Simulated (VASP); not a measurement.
# InSe in VASP: single point with PBE+D3(BJ)

Aim: the single point of InSe with PBE+D3(BJ).

Everything below comes from runs of VASP 6.6.1. Logs are shortened: lines on timing, memory, paths and dates and some standing lists are left out, and cuts for length are marked.

## Step 1: The cell of the first run

The cell holds a slab with vacuum, 8 atoms: a = 4.027 Å, b = 4.027 Å, c = 28.271 Å, α = 90.00°, β = 90.00°, γ = 120.00°.

## Step 2: Single point, PBE+D3(BJ) (layers slid over each other)

File INCAR:

```
ALGO = Normal ; DIPOL = 0.5 0.5 0.412
EDIFF = 1E-6 ; ENCUT = 400
GGA = PE ; GGA_COMPAT = False
IDIPOL = 3 ; ISIF = 2
ISMEAR = 0 ; IVDW = 12
LASPH = True ; LCHARG = False
LDIPOL = True ; LREAL = False
LWAVE = False ; NBANDS = 48
NELM = 120 ; NELMDL = -8
PREC = Accurate ; SIGMA = 0.05
```

File KPOINTS:

```
k-points
0
Gamma
  9 9 1
```

File POSCAR:

```
InSe
1.0
    4.0266103653      0.0000000000      0.0000000000
   -2.0133051827      3.4871468675      0.0000000000
    0.0000000000      0.0000000000     28.2707107737
Se In
4 4
Direct
    0.0000000000      0.0000000000      0.1591753400
    0.0000000000      0.0000000000      0.3496677344
    0.0000000000      0.8888888889      0.4738244996
    0.0000000000      0.8888888889      0.6643168940
    0.6666666667      0.3333333333      0.2049979902
    0.6666666667      0.3333333333      0.3038451596
    0.6666666667      1.2222222222      0.5196471499
    0.6666666667      1.2222222222      0.6184943192
```

Potentials or basis: VASP PAW PBE potentials, release 64 (Se, In_d).

On the command line:

```sh
cat potpaw_PBE.64/Se/POTCAR potpaw_PBE.64/In_d/POTCAR > POTCAR
mpirun -np 1 vasp_std > vasp.out
```

OUTCAR:

```text
EDIFF = 1E-6
   ENCUT = 400
   GGA = PE
   ISIF = 2
   ISMEAR = 0
   IVDW = 12
   LASPH = True
   LREAL = False
   NELM = 120
   NELMDL = -8
   PREC = Accurate
 IVDW          = 12

 ion  position               nearest neighbor table
   1  0.000  0.000  0.159-   5 2.66   5 2.66   5 2.66
   2  0.000  0.000  0.350-   6 2.66   6 2.66   6 2.66
   3  0.000  0.889  0.474-   7 2.66   7 2.66   7 2.66
   4  0.000  0.889  0.664-   8 2.66   8 2.66   8 2.66
   5  0.667  0.333  0.205-   1 2.66   1 2.66   1 2.66   6 2.79
   6  0.667  0.333  0.304-   2 2.66   2 2.66   2 2.66   5 2.79
   7  0.667  0.222  0.520-   3 2.66   3 2.66   3 2.66   8 2.79
   8  0.667  0.222  0.618-   4 2.66   4 2.66   4 2.66   7 2.79

  LATTYP: Found a hexagonal cell.
 ALAT       =     4.0266103653
 C/A-ratio  =     7.0209700490

  Lattice vectors:

 A1 = (   4.0266103653,   0.0000000000,   0.0000000000)
 A2 = (  -2.0133051827,   3.4871468675,   0.0000000000)
 A3 = (   0.0000000000,   0.0000000000,  28.2707107737)

Analysis of symmetry for initial positions (statically):
=====================================================================
 Subroutine PRICEL returns:
 Original cell was already a primitive cell.

 Routine SETGRP: Setting up the symmetry group for a
 hexagonal supercell.

 Subroutine GETGRP returns: Found  2 space group operations
 (whereof  1 operations were pure point group operations)
 out of a pool of 24 trial point group operations.

The static configuration has the point symmetry C_1 .
 The point group associated with its full space group is C_2 .

Analysis of symmetry for dynamics (positions and initial velocities):
=====================================================================
 Subroutine PRICEL returns:
 Original cell was already a primitive cell.

 Routine SETGRP: Setting up the symmetry group for a
 hexagonal supercell.

 Subroutine GETGRP returns: Found  2 space group operations
 (whereof  1 operations were pure point group operations)
 out of a pool of 24 trial point group operations.

The dynamic configuration has the point symmetry C_1 .
 The point group associated with its full space group is C_2 .

 Subroutine INISYM returns: Found  2 space group operations
 (whereof  1 operations are pure point group operations),
 and found     1 'primitive' translations

----------------------------------------------------------------------------------------

                                     Primitive cell

  volume of cell :     396.9598

  direct lattice vectors                    reciprocal lattice vectors
     4.026610365  0.000000000  0.000000000     0.248347843  0.143383694  0.000000000
    -2.013305183  3.487146867  0.000000000     0.000000000  0.286767388  0.000000000
     0.000000000  0.000000000 28.270710774     0.000000000  0.000000000  0.035372298

  length of vectors
     4.026610365  4.026610365 28.270710774     0.286767388  0.286767388  0.035372298

  position of ions in fractional coordinates (direct lattice)
     0.000000000  0.000000000  0.159175340
     0.000000000  0.000000000  0.349667734
     0.000000000  0.888888889  0.473824500
     0.000000000  0.888888889  0.664316894
     0.666666667  0.333333333  0.204997990
     0.666666667  0.333333333  0.303845160
     0.666666667  0.222222222  0.519647150
     0.666666667  0.222222222  0.618494319

  ion indices of the primitive-cell ions
   primitive index   ion index
                 1           1
                 2           2
                 3           3
                 4           4
                 5           5
                 6           6
                 7           7
                 8           8

----------------------------------------------------------------------------------------

 KPOINTS: k-points

Automatic generation of k-mesh.
 Grid dimensions read from file:
 generate k-points for:    9    9    1

 Generating k-lattice:

  Cartesian coordinates                     Fractional coordinates (reciprocal lattice)
     0.027594205  0.015931522  0.000000000     0.111111111  0.000000000  0.000000000
     0.000000000  0.031863043  0.000000000     0.000000000  0.111111111  0.000000000
     0.000000000  0.000000000  0.035372298     0.000000000  0.000000000  1.000000000

  Length of vectors
     0.031863043  0.031863043  0.035372298

  Shift w.r.t. Gamma in fractional coordinates (k-lattice)
     0.000000000  0.000000000  0.000000000

 Subroutine IBZKPT returns following result:
 ===========================================

 Found     25 irreducible k-points:

 Following reciprocal coordinates:
            Coordinates               Weight
  0.000000  0.000000  0.000000      1.000000
  0.111111  0.000000  0.000000      2.000000
  0.000000  0.111111  0.000000      4.000000
  0.222222 -0.000000  0.000000      2.000000
  0.000000  0.222222  0.000000      4.000000
  0.333333  0.000000  0.000000      2.000000
[... 16 lines left out ...]
 -0.222222 -0.444444  0.000000      4.000000
  0.444444  0.333333  0.000000      4.000000
   k-points           NKPTS =     25   k-points in BZ     NKDIM =     25   number of bands    NBANDS=     48
   number of dos      NEDOS =    301   number of ions     NIONS =      8
   total plane-waves  NPLWV = 150528
   dimension x,y,z NGX =    28 NGY =   28 NGZ =  192
   dimension x,y,z NGXF=    56 NGYF=   56 NGZF=  384
   ions per type =               4   4
   NGX,Y,Z   is equivalent  to a cutoff of  11.56, 11.56, 11.29 a.u.
   NGXF,Y,Z  is equivalent  to a cutoff of  23.12, 23.12, 22.58 a.u.
 SYSTEM =  unknown system
   PREC   = accura    normal or accurate (medium, high low for compatibility)
   ISTART =      0    job   : 0-new  1-cont  2-samecut
   ICHARG =      2    charge: 1-file 2-atom 10-const
   ISPIN  =      1    spin polarized calculation?
   LNONCOLLINEAR =      F non collinear calculations
   LSORBIT =      F    spin-orbit coupling
   LASPH  =      T    aspherical Exc in radial PAW
   ENCUT  =  400.0 eV  29.40 Ry    5.42 a.u.   6.57  6.57 46.10*2*pi/ulx,y,z
   NELM   =    120;   NELMIN=  2; NELMDL= -8     # of ELM steps
   EDIFF  = 0.1E-05   stopping-criterion for ELM
   LREAL  =      F    real-space projection
   EDIFFG = 0.1E-04   stopping-criterion for IOM
   NSW    =      0    number of steps for IOM
   IBRION =     -1    ionic relax: 0-MD 1-quasi-New 2-CG
   NFREE  =      0    steps in history (QN), initial steepest desc. (CG)
   ISIF   =      2    stress and relaxation
   ISYM   =      2    0-nonsym 1-usesym 2-fastsym
   POTIM  = 0.5000    time-step for ionic-motion
   TEBEG  =    0.0;   TEEND  =   0.0 temperature during run
   PSTRESS=    0.0 pullay stress
   NELECT =      76.0000    total number of electrons
   NUPDOWN=      -1.0000    fix difference up-down
   EMIN   =  10.00;   EMAX   =-10.00  energy-range for DOS
   EFERMI =   0.00;   METHOD = LEGACY
   ISMEAR =     0;   SIGMA  =   0.05  broadening in eV -4-tet -1-fermi 0-gaus
   EFERMI_NEDOS =   21; number of points for ismear=-14 and -15
   IALGO  =     38    algorithm
   IMIX   =      4    mixing-type and parameters
     AMIX     =   0.40;   BMIX     =  1.00
     AMIX_MAG =   1.60;   BMIX_MAG =  1.00
  volume/ion in A,a.u.               =      49.62       334.85
  Fermi-wavevector in a.u.,A,eV,Ry     =   0.943548  1.783047 12.113024  0.890282
  Thomas-Fermi vector in A             =   2.071266
   LORBIT       =      0    0 simple, 1 ext, 2 COOP (PROOUT), +10 PAW based schemes
   GGA     = PE    functional components
   LHFCALC =     F    Hartree Fock is set to
   AEXX    =    0.0000 exact exchange contribution
   IVDW    =    12    specifies the selected vdW correction
   LEPSILON=     F    determine dielectric tensor
   LRPA    =     F    only Hartree local field effects (RPA)
 non-spin polarized calculation
 Gauss-broadening in eV      SIGMA  =   0.05
  energy-cutoff  :      400.00
  volume of cell :      396.96
 maximum number of plane-waves:      7281
 NGX is ok and might be reduce to    28
   NGX = 13   NGY = 13   NGZ = 93

 number of electron      75.9999999 magnetization

 dipolmoment           0.000000      0.000000     -0.000018 electrons x Angstroem

 Free energy of the ion-electron system (eV)
  ---------------------------------------------------
  ext. energy  EPLUGINS =         0.00000000
  ---------------------------------------------------
  free energy    TOTEN  =       -28.34994079 eV

  energy without entropy =      -28.34994079  energy(sigma->0) =      -28.34994079

 E-fermi :   0.1162     XC(G=0):  -5.6783

 val. band max:       -0.1651727187   @ k =   0.1111   0.0000   0.0000
 cond. band min:       0.9473356035   @ k =   0.0000   0.0000   0.0000
 fundamental gap:      1.1125083223
 Fermi energy:         0.1161887830

 k-point     1 :       0.0000    0.0000    0.0000
  band No.  band energies     occupation
      1     -14.5133      2.00000
      2     -14.5130      2.00000
      3     -14.3304      2.00000
      4     -14.3304      2.00000
      5     -14.3298      2.00000
      6     -14.3298      2.00000
[... 40 lines left out ...]
     47       5.0308      0.00000
     48       5.2268      0.00000

 k-point     2 :       0.1111    0.0000    0.0000
  band No.  band energies     occupation
      1     -14.5129      2.00000
      2     -14.5123      2.00000
      3     -14.3714      2.00000
      4     -14.3692      2.00000
      5     -14.3283      2.00000
      6     -14.3282      2.00000
[... 40 lines left out ...]
     47       5.0798      0.00000
     48       5.2240      0.00000

 k-point     3 :       0.0000    0.1111    0.0000
  band No.  band energies     occupation
      1     -14.5128      2.00000
      2     -14.5123      2.00000
      3     -14.3714      2.00000
      4     -14.3692      2.00000
      5     -14.3286      2.00000
      6     -14.3280      2.00000
[... 1060 lines left out ...]
     47       5.2252      0.00000
     48       5.3815      0.00000

 k-point    24 :       0.4444    0.3333    0.0000
  band No.  band energies     occupation
      1     -14.6242      2.00000
      2     -14.6163      2.00000
      3     -14.5212      2.00000
      4     -14.5161      2.00000
      5     -14.4562      2.00000
      6     -14.4560      2.00000
[... 40 lines left out ...]
     47       5.2245      0.00000
     48       5.3805      0.00000

 [... further k-points ...]

------------------------ aborting loop because EDIFF is reached ----------------------------------------

 vacuum level on the upper side and lower side of the slab       (xc-potential included)        -0.169        -0.168

 Edisp (eV)   -1.99162

 E8    (eV) :    -0.9331

  FORCE on cell =-STRESS in cart. coord.  units (eV):
  Direction    XX          YY          ZZ          XY          YZ          ZX
  --------------------------------------------------------------------------------------
  -------------------------------------------------------------------------------------
  Total      -0.10181    -0.09137     0.26341    -0.00904    -0.12060     0.06963
  in kB      -0.41092    -0.36877     1.06317    -0.03650    -0.48674     0.28102
  external pressure =        0.09 kB  Pullay stress =        0.00 kB

 VOLUME and BASIS-vectors are now :
 -----------------------------------------------------------------------------
  energy-cutoff  :      400.00
  volume of cell :      396.96
      direct lattice vectors                 reciprocal lattice vectors
     4.026610365  0.000000000  0.000000000     0.248347843  0.143383694  0.000000000
    -2.013305183  3.487146867  0.000000000     0.000000000  0.286767388  0.000000000
     0.000000000  0.000000000 28.270710774     0.000000000  0.000000000  0.035372298

 POSITION                                       TOTAL-FORCE (eV/Angst)
 -----------------------------------------------------------------------------------
      0.00000      0.00000      4.50000        -0.000339      0.000699     -0.011462
      0.00000      0.00000      9.88536        -0.017278      0.028877     -0.043728
     -1.78960      3.09969     13.39536         0.016369     -0.029401      0.043728
     -1.78960      3.09969     18.78071         0.000436     -0.000643      0.011462
      2.01331      1.16238      5.79544        -0.001738      0.002321      0.008376
      2.01331      1.16238      8.58992         0.001862     -0.001601     -0.026883
      2.23701      0.77492     14.69079        -0.000455      0.002413      0.026883
      2.23701      0.77492     17.48527         0.001142     -0.002665     -0.008376
 -----------------------------------------------------------------------------------
    total drift:                               -0.001050     -0.000583     -0.002470

  FREE ENERGIE OF THE ION-ELECTRON SYSTEM (eV)
  ---------------------------------------------------
  free  energy   TOTEN  =       -30.3415633381 eV

  energy  without entropy=      -30.3415633381  energy(sigma->0) =      -30.34156334

 vacuum level on the upper side and lower side of the slab         5.379         5.379
```

It took 6.4 min on 1 thread of Intel Xeon 6975P-C (Granite Rapids), shared host; peak memory 0.53 GiB.

Results:

```
Free energy                : -30.3416 eV
Largest force              : 0.055 eV/Å
Band gap on the k mesh     : 1.11 eV (least direct gap 1.17 eV)
Dispersion energy per atom : -0.249 eV
```

Forces in eV/Å, atoms in the order of the input:
```
Se   0.000  0.001 -0.011
Se  -0.017  0.029 -0.044
Se   0.016 -0.029  0.044
Se   0.000 -0.001  0.011
In  -0.002  0.002  0.008
In   0.002 -0.002 -0.027
In   0.000  0.002  0.027
In   0.001 -0.003 -0.008
```

Caveat: the cell differs from its parent crystal (layers slid over each other); spin-orbit coupling is left out, which moves the levels of the heavy elements.
